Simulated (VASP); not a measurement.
A run of VASP 6.6.1:

INCAR

```
SYSTEM = Rh
ALGO     = Normal         ! electronic algorithm
EDIFF    = 1E-6           ! SCF threshold, eV
ENCUT    = 520            ! plane-wave cutoff, eV
GGA      = PE             ! functional
ISIF     = 2              ! what is computed and relaxed
ISMEAR   = -1             ! smearing method
LASPH    = .TRUE.         ! aspherical terms in the spheres
LCHARG   = .FALSE.        ! write CHGCAR
LREAL    = .FALSE.        ! projectors in reciprocal space
LWAVE    = .FALSE.        ! write WAVECAR
NBANDS   = 14             ! bands
NELM     = 100            ! most SCF steps
PREC     = Accurate       ! precision mode
SIGMA    = 0.08           ! smearing width, eV
```

The input KPOINTS:

```
k-points
0
G
  5 5 5
  0 0 0
```

File POSCAR:

```
Rh
1.0
    0.0000000000      1.9015500000      1.9015500000
    1.9015500000      0.0000000000      1.9015500000
    1.9015500000      1.9015500000      0.0000000000
Rh
1
Direct
    0.0000000000      0.0000000000      0.0000000000
```

Potentials or basis: VASP PAW PBE potentials, release 64 (Rh_pv).

The run is started by

```console
$ cat potpaw_PBE.64/Rh_pv/POTCAR > POTCAR
$ mpirun -np 1 vasp_std > vasp.out
```

Hardware: 1 thread of Intel Xeon 8259CL (shared host).

**Question.** Estimate the wall time of this run.

**Answer.** It took 5.3 s on 1 thread of Intel Xeon 8259CL, with other jobs on the host, peak memory 0.12 GiB. Counts: scf iterations 10, k points 10.
